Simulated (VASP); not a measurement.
# Pt (P6_3/mmc) in VASP: a series of runs

Runs on Pt. Level: PBEsol. Tasks: single point.

Program: VASP 6.6.1. These are calculated values, not measurements. Logs are shortened: lines on timing, memory, paths and dates and some standing lists are left out, and cuts for length are marked.

**1. The cell of the first run**

The structure is hexagonal, space group P6_3/mmc (No. 194). The conventional cell has a = 2.677 Å, b = 2.677 Å, c = 4.586 Å, α = 90.00°, β = 90.00°, γ = 120.00°. Pt (site symmetry -6m2) has 12 Pt at 2.68 to 2.77 Å within 3.5 Å.

This isn't the form of Pt at room conditions, which is fcc.

**2. Single point, PBEsol (14.23 Å³/atom)**

INCAR

```
PREC = Accurate
ENCUT = 520
EDIFF = 1E-7
ISMEAR = 0
SIGMA = 0.1
LREAL = False
LASPH = True
NELM = 60
ALGO = Normal
ISIF = 2
LWAVE = False
LCHARG = False
GGA = PS
NBANDS = 17
```

KPOINTS

```
Automatic mesh
0
Gamma
  18 18 10
```

POSCAR

```
Pt
1.0
    2.6767733108      0.0000000000      0.0000000000
   -1.3383866554      2.3181536873      0.0000000000
    0.0000000000      0.0000000000      4.5858306088
Pt
2
Direct
    0.6666666667      0.3333333333      0.7500000000
    0.3333333333      0.6666666667      0.2500000000
```

Potentials or basis: VASP PAW PBE potentials, release 64 (Pt).

The run is started by

```sh
cat potpaw_PBE.64/Pt/POTCAR > POTCAR
mpirun -np 1 vasp_std > vasp.out
```

OUTCAR:

```text
PREC = Accurate
   ENCUT = 520
   EDIFF = 1E-7
   ISMEAR = 0
   LREAL = False
   LASPH = True
   NELM = 60
   ISIF = 2
   GGA = PS

 ion  position               nearest neighbor table
   1  0.667  0.333  0.750-   2 2.77   2 2.77   2 2.77   2 2.77   2 2.77   2 2.77
   2  0.333  0.667  0.250-   1 2.77   1 2.77   1 2.77   1 2.77   1 2.77   1 2.77

  LATTYP: Found a hexagonal cell.
 ALAT       =     2.6767733108
 C/A-ratio  =     1.7131934895

  Lattice vectors:

 A1 = (   2.6767733108,   0.0000000000,   0.0000000000)
 A2 = (  -1.3383866554,   2.3181536873,   0.0000000000)
 A3 = (   0.0000000000,   0.0000000000,   4.5858306088)

Analysis of symmetry for initial positions (statically):
=====================================================================
 Subroutine PRICEL returns:
 Original cell was already a primitive cell.

 Routine SETGRP: Setting up the symmetry group for a
 hexagonal supercell.

 Subroutine GETGRP returns: Found 24 space group operations
 (whereof 12 operations were pure point group operations)
 out of a pool of 24 trial point group operations.

The static configuration has the point symmetry D_3d.
 The point group associated with its full space group is D_6h.

Analysis of symmetry for dynamics (positions and initial velocities):
=====================================================================
 Subroutine PRICEL returns:
 Original cell was already a primitive cell.

 Routine SETGRP: Setting up the symmetry group for a
 hexagonal supercell.

 Subroutine GETGRP returns: Found 24 space group operations
 (whereof 12 operations were pure point group operations)
 out of a pool of 24 trial point group operations.

The dynamic configuration has the point symmetry D_3d.
 The point group associated with its full space group is D_6h.

 Subroutine INISYM returns: Found 24 space group operations
 (whereof 12 operations are pure point group operations),
 and found     1 'primitive' translations

----------------------------------------------------------------------------------------

                                     Primitive cell

  volume of cell :      28.4559

  direct lattice vectors                    reciprocal lattice vectors
     2.676773311  0.000000000  0.000000000     0.373584119  0.215688892  0.000000000
    -1.338386655  2.318153687  0.000000000     0.000000000  0.431377784  0.000000000
     0.000000000  0.000000000  4.585830609     0.000000000  0.000000000  0.218063004

  length of vectors
     2.676773311  2.676773311  4.585830609     0.431377784  0.431377784  0.218063004

  position of ions in fractional coordinates (direct lattice)
     0.666666667  0.333333333  0.750000000
     0.333333333  0.666666667  0.250000000

  ion indices of the primitive-cell ions
   primitive index   ion index
                 1           1
                 2           2

----------------------------------------------------------------------------------------

 KPOINTS: Automatic mesh

Automatic generation of k-mesh.
 Grid dimensions read from file:
 generate k-points for:   18   18   10

 Generating k-lattice:

  Cartesian coordinates                     Fractional coordinates (reciprocal lattice)
     0.020754673  0.011982716  0.000000000     0.055555556  0.000000000  0.000000000
     0.000000000  0.023965432  0.000000000     0.000000000  0.055555556  0.000000000
     0.000000000  0.000000000  0.021806300     0.000000000  0.000000000  0.100000000

  Length of vectors
     0.023965432  0.023965432  0.021806300

  Shift w.r.t. Gamma in fractional coordinates (k-lattice)
     0.000000000  0.000000000  0.000000000

 Subroutine IBZKPT returns following result:
 ===========================================

 Found    222 irreducible k-points:

 Following reciprocal coordinates:
            Coordinates               Weight
  0.000000  0.000000  0.000000      1.000000
  0.055556  0.000000  0.000000      6.000000
  0.111111  0.000000  0.000000      6.000000
  0.166667  0.000000  0.000000      6.000000
  0.222222  0.000000  0.000000      6.000000
  0.277778  0.000000  0.000000      6.000000
[... 16 lines left out ...]
  0.333333  0.111111  0.000000     12.000000
  0.388889  0.111111  0.000000     12.000000
 [... further k-points ...]
   k-points           NKPTS =    222   k-points in BZ     NKDIM =    222   number of bands    NBANDS=     17
   number of dos      NEDOS =    301   number of ions     NIONS =      2
   total plane-waves  NPLWV =  14400
   dimension x,y,z NGX =    20 NGY =   20 NGZ =   36
   dimension x,y,z NGXF=    40 NGYF=   40 NGZF=   72
   ions per type =               2
   NGX,Y,Z   is equivalent  to a cutoff of  12.42, 12.42, 13.05 a.u.
   NGXF,Y,Z  is equivalent  to a cutoff of  24.84, 24.84, 26.10 a.u.
 SYSTEM =  unknown system
   PREC   = accura    normal or accurate (medium, high low for compatibility)
   ISTART =      0    job   : 0-new  1-cont  2-samecut
   ICHARG =      2    charge: 1-file 2-atom 10-const
   ISPIN  =      1    spin polarized calculation?
   LNONCOLLINEAR =      F non collinear calculations
   LSORBIT =      F    spin-orbit coupling
   LASPH  =      T    aspherical Exc in radial PAW
   ENCUT  =  520.0 eV  38.22 Ry    6.18 a.u.   4.98  4.98  8.53*2*pi/ulx,y,z
   NELM   =     60;   NELMIN=  2; NELMDL= -5     # of ELM steps
   EDIFF  = 0.1E-06   stopping-criterion for ELM
   LREAL  =      F    real-space projection
   EDIFFG = 0.1E-05   stopping-criterion for IOM
   NSW    =      0    number of steps for IOM
   IBRION =     -1    ionic relax: 0-MD 1-quasi-New 2-CG
   NFREE  =      0    steps in history (QN), initial steepest desc. (CG)
   ISIF   =      2    stress and relaxation
   ISYM   =      2    0-nonsym 1-usesym 2-fastsym
   POTIM  = 0.5000    time-step for ionic-motion
   TEBEG  =    0.0;   TEEND  =   0.0 temperature during run
   PSTRESS=    0.0 pullay stress
   NELECT =      20.0000    total number of electrons
   NUPDOWN=      -1.0000    fix difference up-down
   EMIN   =  10.00;   EMAX   =-10.00  energy-range for DOS
   EFERMI =   0.00;   METHOD = LEGACY
   ISMEAR =     0;   SIGMA  =   0.10  broadening in eV -4-tet -1-fermi 0-gaus
   EFERMI_NEDOS =   21; number of points for ismear=-14 and -15
   IALGO  =     38    algorithm
   IMIX   =      4    mixing-type and parameters
     AMIX     =   0.40;   BMIX     =  1.00
     AMIX_MAG =   1.60;   BMIX_MAG =  1.00
  volume/ion in A,a.u.               =      14.23        96.01
  Fermi-wavevector in a.u.,A,eV,Ry     =   1.455551  2.750593 28.825710  2.118630
  Thomas-Fermi vector in A             =   2.572573
   LORBIT       =      0    0 simple, 1 ext, 2 COOP (PROOUT), +10 PAW based schemes
   GGA     = PS    functional components
   LHFCALC =     F    Hartree Fock is set to
   AEXX    =    0.0000 exact exchange contribution
   IVDW    =     0    specifies the selected vdW correction
   LEPSILON=     F    determine dielectric tensor
   LRPA    =     F    only Hartree local field effects (RPA)
 non-spin polarized calculation
 Gauss-broadening in eV      SIGMA  =   0.10
  energy-cutoff  :      520.00
  volume of cell :       28.46
 maximum number of plane-waves:       786
 NGX is ok and might be reduce to    20
   NGX =  9   NGY =  9   NGZ = 17

 number of electron      20.0000000 magnetization

 Free energy of the ion-electron system (eV)
  ---------------------------------------------------
  ext. energy  EPLUGINS =         0.00000000
  ---------------------------------------------------
  free energy    TOTEN  =       -13.70348664 eV

  energy without entropy =      -13.68585178  energy(sigma->0) =      -13.69466921

 E-fermi :  12.2267     XC(G=0): -13.9714

 val. band max:       12.2246136678   @ k =   0.2778   0.0556   0.0000
 cond. band min:      12.2281350593   @ k =   0.3333   0.1667   0.0000
 fundamental gap:      0.0035213915
 Fermi energy:        12.2267252094

 k-point     1 :       0.0000    0.0000    0.0000
  band No.  band energies     occupation
      1       1.2810      2.00000
      2       4.0843      2.00000
      3       7.6581      2.00000
      4       8.1736      2.00000
      5       8.1736      2.00000
      6       8.6388      2.00000
[... 9 lines left out ...]
     16      29.5103      0.00000
     17      34.1993      0.00000

 k-point     2 :       0.0556    0.0000    0.0000
  band No.  band energies     occupation
      1       1.4041      2.00000
      2       4.1984      2.00000
      3       7.6298      2.00000
      4       8.1802      2.00000
      5       8.2723      2.00000
      6       8.5722      2.00000
[... 9 lines left out ...]
     16      29.7124      0.00000
     17      33.4536      0.00000

 k-point     3 :       0.1111    0.0000    0.0000
  band No.  band energies     occupation
      1       1.7636      2.00000
      2       4.5197      2.00000
      3       7.4918      2.00000
      4       8.2295      2.00000
      5       8.4546      2.00000
      6       8.5638      2.00000
[... 9 lines left out ...]
     16      30.1535      0.00000
     17      32.0980      0.00000

 k-point     4 :       0.1667    0.0000    0.0000
  band No.  band energies     occupation
      1       2.3269      2.00000
      2       4.9655      2.00000
      3       7.2870      2.00000
      4       8.0486      2.00000
      5       8.2307      2.00000
      6       8.6923      2.00000
[... 9 lines left out ...]
     16      30.2239      0.00000
     17      30.9245      0.00000
[... 343 lines left out ...]
      1       4.7073      2.00000
      2       5.5418      2.00000
      3       6.2051      2.00000
      4       7.3443      2.00000
      5       8.1683      2.00000
      6       8.1914      2.00000
[... 9 lines left out ...]
     16      27.4458      0.00000
     17      29.1160      0.00000

 k-point    23 :       0.3333    0.1111    0.0000
  band No.  band energies     occupation
      1       5.0438      2.00000
      2       5.3234      2.00000
      3       5.8521      2.00000
      4       7.8133      2.00000
      5       8.1129      2.00000
      6       8.5781      2.00000
[... 9 lines left out ...]
     16      26.8557      0.00000
     17      26.9448      0.00000

 k-point    24 :       0.3889    0.1111    0.0000
  band No.  band energies     occupation
      1       5.1074      2.00000
      2       5.2253      2.00000
      3       5.6362      2.00000
      4       8.1286      2.00000
      5       8.3210      2.00000
      6       8.4267      2.00000
[... 9 lines left out ...]
     16      25.2282      0.00000
     17      26.4349      0.00000

 [... further k-points ...]

------------------------ aborting loop because EDIFF is reached ----------------------------------------

  FORCE on cell =-STRESS in cart. coord.  units (eV):
  Direction    XX          YY          ZZ          XY          YZ          ZX
  --------------------------------------------------------------------------------------
  -------------------------------------------------------------------------------------
  Total        3.5745861      3.5745861      3.5412612      0.0000000     -0.0000000      0.0000000
  in kB      201.2632662    201.2632662    199.3869457      0.0000000     -0.0000000      0.0000000
  external PRESSURE =     200.6378261 kB  Pullay stress =       0.0000000 kB

 VOLUME and BASIS-vectors are now :
 -----------------------------------------------------------------------------
  energy-cutoff  :      520.00
  volume of cell :       28.46
      direct lattice vectors                 reciprocal lattice vectors
     2.676773311  0.000000000  0.000000000     0.373584119  0.215688892  0.000000000
    -1.338386655  2.318153687  0.000000000     0.000000000  0.431377784  0.000000000
     0.000000000  0.000000000  4.585830609     0.000000000  0.000000000  0.218063004

 POSITION                                       TOTAL-FORCE (eV/Angst)
 -----------------------------------------------------------------------------------
      1.33839      0.77272      3.43937         0.000000      0.000000      0.000000
     -0.00000      1.54544      1.14646        -0.000000     -0.000000      0.000000
 -----------------------------------------------------------------------------------
    total drift:                               -0.000000      0.000000     -0.000000

  FREE ENERGIE OF THE ION-ELECTRON SYSTEM (eV)
  ---------------------------------------------------
  free  energy   TOTEN  =       -13.7034866436 eV

  energy  without entropy=      -13.6858517773  energy(sigma->0) =      -13.69466921
```

Run time: 30 s. Hardware: 1 thread of Intel Xeon 6975P-C (Granite Rapids), shared host; peak memory 0.21 GiB.

What came out:

```yaml
Free_energy: -13.7035 eV
Pressure: 20.1 GPa
Band_gap_on_the_k_mesh: zero (bands 10 and 11 overlap by 1.52 eV)
```

Stress tensor (GPa, compression positive):
```
20.13  0.00  0.00
 0.00 20.13  0.00
 0.00  0.00 19.94
```

Caveat: the cell stands under pressure; the PAW data sets were made with another functional, which shifts forces and pressure a little; spin-orbit coupling is left out, which moves the levels of the heavy elements.

**3. Single point, PBEsol (14.68 Å³/atom)**

This run uses another cell than the first one, of 14.68 Å³/atom.

INCAR

```
SYSTEM = Pt
  PREC = Accurate
  ENCUT = 520
  EDIFF = 1E-6
  ISMEAR = 0
  SIGMA = 0.1
  LREAL = .False.
  LASPH = .True.
  NELM = 80
  ALGO = Normal
  ISIF = 2
  LWAVE = .False.
  LCHARG = .False.
  GGA = PS
  NBANDS = 17
```

KPOINTS

```
regular mesh
0
Gamma
  18 18 10
  0 0 0
```

POSCAR

```
Pt
1.0
    2.7015938446      0.0000000000      0.0000000000
   -1.3507969223      2.3396489002      0.0000000000
    0.0000000000      0.0000000000      4.6456336634
Pt
2
Direct
    0.6666666667      0.3333333333      0.7500000000
    0.3333333333      0.6666666667      0.2500000000
```

Potentials or basis: VASP PAW PBE potentials, release 64 (Pt).

The run is started by

```sh
cat potpaw_PBE.64/Pt/POTCAR > POTCAR
mpirun -np 1 vasp_std > vasp.out
```

Wall time 30 s (1 thread of Intel Xeon 6975P-C (Granite Rapids), shared host); peak memory 0.21 GiB.

Results (log left out):

* Free energy: -13.7851 eV
* Pressure: 8.8 GPa
* Band gap on the k mesh: zero (bands 10 and 11 overlap by 1.44 eV)

Stress tensor (GPa, compression positive):
```
8.91 0.00 0.00
0.00 8.91 0.00
0.00 0.00 8.72
```

Levels at points of the mesh, in eV from the Fermi level:
| k point | band 8 | band 9 | band 10 | band 11 | band 12 | band 13 |
| --- | --- | --- | --- | --- | --- | --- |
| (0.00, 0.00, 0.00) | -2.09 | -2.09 | -1.05 | -0.24 | -0.24 | 5.26 |
| (0.50, 0.00, 0.00) | 0.06 | 0.30 | 0.54 | 2.37 | 3.94 | 7.61 |
| (0.00, 0.00, 0.50) | -3.85 | -0.89 | -0.89 | -0.89 | -0.89 | 12.57 |
| (0.50, 0.00, 0.50) | -1.05 | 0.44 | 0.44 | 1.64 | 1.64 | 6.95 |

Caveat: the cell stands under pressure; the PAW data sets were made with another functional, which shifts forces and pressure a little; spin-orbit coupling is left out, which moves the levels of the heavy elements.
